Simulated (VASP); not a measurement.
Set up this calculation in VASP 6.6.1, as the native input.

```
Task                   : single point
Functional             : r2SCAN
Potentials or basis    : VASP PAW PBE potentials, release 64 (O, Mg, S)
Cutoff                 : 520 eV
k mesh                 : 8 × 8 × 6
Occupations            : gaussian, width 0.01 eV
Spin                   : no spin polarisation
Dipole correction      : no
Further INCAR settings : ALGO = Normal; EDIFF = 1e-07; NBANDS = 16
```

Mg2SO:

```
O Mg S
1.0
     3.40839    0.00000    0.00000
     0.00000    3.40839    0.00000
     0.00000    0.00000    4.76112
O Mg S
1 2 1
Direct
  0.00000 0.00000 0.00000
  0.00000 0.00000 0.50000
  0.50000 0.50000 0.00000
  0.50000 0.50000 0.50000
```

These files were run (other wordings do the same):

POSCAR

```
Mg2SO
1.0
    3.4083939438      0.0000000000      0.0000000000
    0.0000000000      3.4083939438      0.0000000000
    0.0000000000      0.0000000000      4.7611186781
O Mg S
1 2 1
Direct
    0.0000000000      0.0000000000      0.0000000000
    0.0000000000      0.0000000000      0.5000000000
    0.5000000000      0.5000000000      0.0000000000
    0.5000000000      0.5000000000      0.5000000000
```

INCAR.step1

```
  PREC = Accurate
  ENCUT = 520
  ISMEAR = 0
  SIGMA = 0.01
  LREAL = False
  LASPH = True
  NELM = 100
  NBANDS = 16
  GGA = PE
  ALGO = Normal
  EDIFF = 1E-4
  LWAVE = True
  LCHARG = False
```

INCAR.step2

```
  PREC = Accurate
  ENCUT = 520
  EDIFF = 1E-7
  ISMEAR = 0
  SIGMA = 0.01
  LREAL = False
  LASPH = True
  NELM = 100
  ALGO = Normal
  ISIF = 2
  LWAVE = False
  LCHARG = False
  METAGGA = R2SCAN
  LMIXTAU = True
  NBANDS = 16
  ISTART = 1
```

KPOINTS

```
regular mesh
0
Gamma
  8 8 6
```

Potentials or basis: VASP PAW PBE potentials, release 64 (O, Mg, S).

Run with:

```console
$ cat potpaw_PBE.64/O/POTCAR potpaw_PBE.64/Mg/POTCAR potpaw_PBE.64/S/POTCAR > POTCAR
$ cp INCAR.step1 INCAR
$ mpirun -np 1 vasp_std > vasp.out
$ cp INCAR.step2 INCAR
$ mpirun -np 1 vasp_std > vasp.out
```

It gave:

| Property | Result |
| --- | --- |
| Pressure | -0.6 GPa |
| Band gap on the k mesh | 3.95 eV |

Caveat: the PAW data sets were made with another functional, which shifts forces and pressure a little.

It took 2.1 min on 1 thread of AMD EPYC 9R45 96-Core Processor (Zen 5), with other jobs on the host, peak memory 0.18 GiB.
